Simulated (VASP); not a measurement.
# Ag in VASP: density of states with PBEsol

Aim: the density of states of Ag with PBEsol.

Everything below comes from runs of VASP 6.6.1. Logs are shortened: lines on timing, memory, paths and dates and some standing lists are left out, and cuts for length are marked.

## (1) The cell of the first run

The cell holds a slab with vacuum, 1 atom: a = 2.867 Å, b = 2.867 Å, c = 16.000 Å, α = 90.00°, β = 90.00°, γ = 90.00°.

## (2) Density of states, PBEsol

File POSCAR:

```
Ag
1.0
    2.8669661195      0.0000000000      0.0000000000
    0.0000000000      2.8669661195      0.0000000000
    0.0000000000      0.0000000000     16.0000000000
Ag
1
Direct
    0.0000000000      0.0000000000      0.5000000000
```

File INCAR.step1:

```
SYSTEM = Ag
PREC = Accurate
ENCUT = 520
EDIFF = 1E-6
ISMEAR = -1
SIGMA = 0.1
LREAL = .False.
LASPH = .True.
NELM = 60
ALGO = Normal
ISIF = 2
LWAVE = .False.
LCHARG = .True.
LMAXMIX = 4
LDIPOL = .True.
IDIPOL = 3
DIPOL = 0.5 0.5 0.500
GGA = PS
NBANDS = 12
```

File KPOINTS.step1:

```
Automatic mesh
0
Gamma
  11 11 1
  0 0 0
```

File INCAR.step2:

```
SYSTEM = Ag
PREC = Accurate
ENCUT = 520
EDIFF = 1E-6
ISMEAR = -5
SIGMA = 0.1
LREAL = .False.
LASPH = .True.
NELM = 60
ALGO = Normal
ISIF = 2
LWAVE = .False.
LCHARG = .False.
LMAXMIX = 4
LDIPOL = .True.
IDIPOL = 3
DIPOL = 0.5 0.5 0.500
GGA = PS
LORBIT = 11
NBANDS = 12
NEDOS = 1001
ICHARG = 11
```

File KPOINTS.step2:

```
Automatic mesh
0
Gamma
  17 17 1
  0 0 0
```

Potentials or basis: VASP PAW PBE potentials, release 64 (Ag).

The run is started by

```
> cat potpaw_PBE.64/Ag/POTCAR > POTCAR
> cp INCAR.step1 INCAR
> cp KPOINTS.step1 KPOINTS
> mpirun -np 1 vasp_std > vasp.out
> cp INCAR.step2 INCAR
> cp KPOINTS.step2 KPOINTS
> mpirun -np 1 vasp_std > vasp.out
```

OUTCAR:

```text
SYSTEM = Ag
   PREC = Accurate
   ENCUT = 520
   EDIFF = 1E-6
   ISMEAR = -5
   LREAL = .False.
   LASPH = .True.
   NELM = 60
   ISIF = 2
   GGA = PS
   LORBIT = 11
   ICHARG = 11

 ion  position               nearest neighbor table
   1  0.000  0.000  0.500-

  LATTYP: Found a simple tetragonal cell.
 ALAT       =     2.8669661195
 C/A-ratio  =     5.5808123756

  Lattice vectors:

 A1 = (   2.8669661195,   0.0000000000,   0.0000000000)
 A2 = (   0.0000000000,   2.8669661195,   0.0000000000)
 A3 = (   0.0000000000,   0.0000000000,  16.0000000000)

Analysis of symmetry for initial positions (statically):
=====================================================================
 Subroutine PRICEL returns:
 Original cell was already a primitive cell.

 Routine SETGRP: Setting up the symmetry group for a
 simple tetragonal supercell.

 Subroutine GETGRP returns: Found 16 space group operations
 (whereof 16 operations were pure point group operations)
 out of a pool of 16 trial point group operations.

The static configuration has the point symmetry D_4h.

Analysis of symmetry for dynamics (positions and initial velocities):
=====================================================================
 Subroutine PRICEL returns:
 Original cell was already a primitive cell.

 Routine SETGRP: Setting up the symmetry group for a
 simple tetragonal supercell.

 Subroutine GETGRP returns: Found 16 space group operations
 (whereof 16 operations were pure point group operations)
 out of a pool of 16 trial point group operations.

The dynamic configuration has the point symmetry D_4h.

 Subroutine INISYM returns: Found 16 space group operations
 (whereof 16 operations are pure point group operations),
 and found     1 'primitive' translations

----------------------------------------------------------------------------------------

                                     Primitive cell

  volume of cell :     131.5119

  direct lattice vectors                    reciprocal lattice vectors
     2.866966119  0.000000000  0.000000000     0.348800773  0.000000000  0.000000000
     0.000000000  2.866966119  0.000000000     0.000000000  0.348800773  0.000000000
     0.000000000  0.000000000 16.000000000     0.000000000  0.000000000  0.062500000

  length of vectors
     2.866966119  2.866966119 16.000000000     0.348800773  0.348800773  0.062500000

  position of ions in fractional coordinates (direct lattice)
     0.000000000  0.000000000  0.500000000

  ion indices of the primitive-cell ions
   primitive index   ion index
                 1           1

----------------------------------------------------------------------------------------

 KPOINTS: Automatic mesh

Automatic generation of k-mesh.
 Grid dimensions read from file:
 generate k-points for:   17   17    1

 Generating k-lattice:

  Cartesian coordinates                     Fractional coordinates (reciprocal lattice)
     0.020517693  0.000000000  0.000000000     0.058823529  0.000000000  0.000000000
     0.000000000  0.020517693  0.000000000     0.000000000  0.058823529  0.000000000
     0.000000000  0.000000000  0.062500000     0.000000000  0.000000000  1.000000000

  Length of vectors
     0.020517693  0.020517693  0.062500000

  Shift w.r.t. Gamma in fractional coordinates (k-lattice)
     0.000000000  0.000000000  0.000000000

 TETIRR: Found    415 inequivalent tetrahedra from     1734

 Subroutine IBZKPT returns following result:
 ===========================================

 Found     45 irreducible k-points:

 Following reciprocal coordinates:
            Coordinates               Weight
  0.000000  0.000000  0.000000      1.000000
  0.058824  0.000000  0.000000      4.000000
  0.117647  0.000000  0.000000      4.000000
  0.176471  0.000000  0.000000      4.000000
  0.235294  0.000000  0.000000      4.000000
  0.294118  0.000000  0.000000      4.000000
[... 16 lines left out ...]
  0.411765  0.117647  0.000000      8.000000
  0.470588  0.117647  0.000000      8.000000
 [... further k-points ...]
   k-points           NKPTS =     45   k-points in BZ     NKDIM =     45   number of bands    NBANDS=     12
   number of dos      NEDOS =   1001   number of ions     NIONS =      1
   total plane-waves  NPLWV =  69120
   dimension x,y,z NGX =    24 NGY =   24 NGZ =  120
   dimension x,y,z NGXF=    48 NGYF=   48 NGZF=  240
   ions per type =               1
   NGX,Y,Z   is equivalent  to a cutoff of  13.92, 13.92, 12.47 a.u.
   NGXF,Y,Z  is equivalent  to a cutoff of  27.83, 27.83, 24.94 a.u.
 SYSTEM =  Ag
   PREC   = accura    normal or accurate (medium, high low for compatibility)
   ISTART =      0    job   : 0-new  1-cont  2-samecut
   ICHARG =     11    charge: 1-file 2-atom 10-const
   ISPIN  =      1    spin polarized calculation?
   LNONCOLLINEAR =      F non collinear calculations
   LSORBIT =      F    spin-orbit coupling
   LASPH  =      T    aspherical Exc in radial PAW
   ENCUT  =  520.0 eV  38.22 Ry    6.18 a.u.   5.33  5.33 29.75*2*pi/ulx,y,z
   NELM   =     60;   NELMIN=  2; NELMDL=  0     # of ELM steps
   EDIFF  = 0.1E-05   stopping-criterion for ELM
   LREAL  =      F    real-space projection
   EDIFFG = 0.1E-04   stopping-criterion for IOM
   NSW    =      0    number of steps for IOM
   IBRION =     -1    ionic relax: 0-MD 1-quasi-New 2-CG
   NFREE  =      0    steps in history (QN), initial steepest desc. (CG)
   ISIF   =      2    stress and relaxation
   ISYM   =      2    0-nonsym 1-usesym 2-fastsym
   POTIM  = 0.5000    time-step for ionic-motion
   TEBEG  =    0.0;   TEEND  =   0.0 temperature during run
   PSTRESS=    0.0 pullay stress
   NELECT =      11.0000    total number of electrons
   NUPDOWN=      -1.0000    fix difference up-down
   EMIN   =  10.00;   EMAX   =-10.00  energy-range for DOS
   EFERMI =   0.00;   METHOD = LEGACY
   ISMEAR =    -5;   SIGMA  =   0.10  broadening in eV -4-tet -1-fermi 0-gaus
   EFERMI_NEDOS =   21; number of points for ismear=-14 and -15
   IALGO  =     38    algorithm
   IMIX   =      4    mixing-type and parameters
     AMIX     =   0.40;   BMIX     =  1.00
     AMIX_MAG =   1.60;   BMIX_MAG =  1.00
  volume/ion in A,a.u.               =     131.51       887.49
  Fermi-wavevector in a.u.,A,eV,Ry     =   0.715952  1.352953  6.974177  0.512588
  Thomas-Fermi vector in A             =   1.804247
   LORBIT       =     11    0 simple, 1 ext, 2 COOP (PROOUT), +10 PAW based schemes
   GGA     = PS    functional components
   LHFCALC =     F    Hartree Fock is set to
   AEXX    =    0.0000 exact exchange contribution
   IVDW    =     0    specifies the selected vdW correction
   LEPSILON=     F    determine dielectric tensor
   LRPA    =     F    only Hartree local field effects (RPA)
 non-spin polarized calculation
 Fermi weights with tetrahedron method with Bloechl corrections
  energy-cutoff  :      520.00
  volume of cell :      131.51
 maximum number of plane-waves:      3578
 NGX is ok and might be reduce to    24

 number of electron      10.9999996 magnetization

 dipolmoment           0.000000      0.000000      0.000000 electrons x Angstroem

 Free energy of the ion-electron system (eV)
  ---------------------------------------------------
  ext. energy  EPLUGINS =         0.00000000
  ---------------------------------------------------
  free energy    TOTEN  =        -2.21030896 eV

  energy without entropy =       -2.21030896  energy(sigma->0) =       -2.21030896

 E-fermi :  -3.1655     XC(G=0):  -2.6236

 val. band max:       -3.2580941481   @ k =   0.3529   0.1765   0.0000
 cond. band min:      -2.9900721632   @ k =   0.2941   0.2941   0.0000
 fundamental gap:      0.2680219850
 Fermi energy:        -3.1654909341

 k-point     1 :       0.0000    0.0000    0.0000
  band No.  band energies     occupation
      1      -7.8573      2.00000
      2      -7.8554      2.00000
      3      -5.8813      2.00000
      4      -5.8813      2.00000
      5      -5.8595      2.00000
      6      -5.5461      2.00000
      7      -1.5089      0.00000
      8       1.4037      0.00000
      9       2.2345      0.00000
     10       2.5459      0.00000
     11       4.8245      0.00000
     12       5.3489      0.00000

 k-point     2 :       0.0588    0.0000    0.0000
  band No.  band energies     occupation
      1      -7.8447      2.00000
      2      -7.7759      2.00000
      3      -5.9334      2.00000
      4      -5.8779      2.00000
      5      -5.8297      2.00000
      6      -5.5728      2.00000
      7      -1.4155      0.00000
      8       1.4655      0.00000
      9       2.3011      0.00000
     10       2.6068      0.00000
     11       4.8920      0.00000
     12       5.4076      0.00000

 k-point     3 :       0.1176    0.0000    0.0000
  band No.  band energies     occupation
      1      -7.8101      2.00000
      2      -7.5438      2.00000
      3      -6.0750      2.00000
      4      -5.8683      2.00000
      5      -5.7353      2.00000
      6      -5.6484      2.00000
      7      -1.1473      0.00000
      8       1.6509      0.00000
      9       2.5000      0.00000
     10       2.7898      0.00000
     11       5.0934      0.00000
     12       5.5837      0.00000

 k-point     4 :       0.1765    0.0000    0.0000
  band No.  band energies     occupation
      1      -7.7577      2.00000
      2      -7.1902      2.00000
      3      -6.2717      2.00000
      4      -5.8537      2.00000
      5      -5.7605      2.00000
      6      -5.5555      2.00000
      7      -0.7305      0.00000
      8       1.9600      0.00000
      9       2.8291      0.00000
     10       3.0951      0.00000
     11       5.4253      0.00000
     12       5.8760      0.00000

 k-point     5 :       0.2353    0.0000    0.0000
  band No.  band energies     occupation
      1      -7.6943      2.00000
      2      -6.7825      2.00000
      3      -6.4868      2.00000
      4      -5.8920      2.00000
      5      -5.8361      2.00000
      6      -5.2390      2.00000
      7      -0.1915      0.00000
      8       2.3929      0.00000
      9       3.2846      0.00000
     10       3.5224      0.00000
     11       5.8804      0.00000
     12       5.9109      0.00000
[... 228 lines left out ...]
      1      -7.3660      2.00000
      2      -6.6630      2.00000
      3      -6.4557      2.00000
      4      -6.1922      2.00000
      5      -5.9749      2.00000
      6      -4.4039      2.00000
      7       0.7712      0.00000
      8       3.1984      0.00000
      9       4.1269      0.00000
     10       4.2997      0.00000
     11       4.5744      0.00000
     12       6.7107      0.00000

 k-point    22 :       0.3529    0.1176    0.0000
  band No.  band energies     occupation
      1      -7.3054      2.00000
      2      -6.8280      2.00000
      3      -6.3975      2.00000
      4      -6.1280      2.00000
      5      -5.9544      2.00000
      6      -3.6095      1.86186
      7       1.4903      0.00000
      8       2.9212      0.00000
      9       3.8949      0.00000
     10       4.8102      0.00000
     11       5.0094      0.00000
     12       7.0920      0.00000

 k-point    23 :       0.4118    0.1176    0.0000
  band No.  band energies     occupation
      1      -7.2580      2.00000
      2      -6.9460      2.00000
      3      -6.4739      2.00000
      4      -5.9909      2.00000
      5      -5.9388      2.00000
      6      -2.6141      0.01047
      7       1.4108      0.00000
      8       2.2548      0.00000
      9       4.7018      0.00000
     10       5.4720      0.00000
     11       5.8118      0.00000
     12       6.3458      0.00000

 k-point    24 :       0.4706    0.1176    0.0000
  band No.  band energies     occupation
      1      -7.2315      2.00000
      2      -7.0073      2.00000
      3      -6.5217      2.00000
      4      -5.9303      2.00000
      5      -5.9196      2.00000
      6      -1.5093      0.00000
      7       0.0539      0.00000
      8       2.9069      0.00000
      9       5.1673      0.00000
     10       5.6365      0.00000
     11       6.6445      0.00000
     12       6.7230      0.00000

 [... further k-points ...]

------------------------ aborting loop because EDIFF is reached ----------------------------------------

 vacuum level on the upper side and lower side of the slab       (xc-potential included)        -0.071        -0.071

  FORCE on cell =-STRESS in cart. coord.  units (eV):
  Direction    XX          YY          ZZ          XY          YZ          ZX
  --------------------------------------------------------------------------------------
  -------------------------------------------------------------------------------------
  Total       -1.8081338     -1.8081338     -0.0096037      0.0000000      0.0000000      0.0000000
  in kB      -22.0280501    -22.0280501     -0.1169991      0.0000000      0.0000000      0.0000000
  external PRESSURE =     -14.7243664 kB  Pullay stress =       0.0000000 kB

 VOLUME and BASIS-vectors are now :
 -----------------------------------------------------------------------------
  energy-cutoff  :      520.00
  volume of cell :      131.51
      direct lattice vectors                 reciprocal lattice vectors
     2.866966119  0.000000000  0.000000000     0.348800773  0.000000000  0.000000000
     0.000000000  2.866966119  0.000000000     0.000000000  0.348800773  0.000000000
     0.000000000  0.000000000 16.000000000     0.000000000  0.000000000  0.062500000

 POSITION                                       TOTAL-FORCE (eV/Angst)
 -----------------------------------------------------------------------------------
      0.00000      0.00000      8.00000         0.000000      0.000000      0.000000
 -----------------------------------------------------------------------------------
    total drift:                                0.000000      0.000000      0.000000

  FREE ENERGIE OF THE ION-ELECTRON SYSTEM (eV)
  ---------------------------------------------------
  free  energy   TOTEN  =        -2.2103089550 eV

  energy  without entropy=       -2.2103089550  energy(sigma->0) =       -2.21030896

 vacuum level on the upper side and lower side of the slab         1.596         1.596

 total charge

# of ion       s       p       d       tot
------------------------------------------
    1        0.407   0.104   9.222   9.733
```

Run time: 96 s. Hardware: 1 thread of AMD EPYC 7R43 (Zen 3), shared host; peak memory 0.22 GiB.

What came out:

```
Valence electrons inside the program's atomic spheres : Ag 9.73
```

Levels at points of the mesh, in eV from the Fermi level:
```tsv
k point	band 3	band 4	band 5	band 6	band 7	band 8	band 9	band 10
(0.00, 0.00, 0.00)	-2.72	-2.72	-2.69	-2.38	1.66	4.57	5.40	5.71
```

Caveat: the PAW data sets were made with another functional, which shifts forces and pressure a little; tetrahedron occupations give inexact forces and stress in metals.
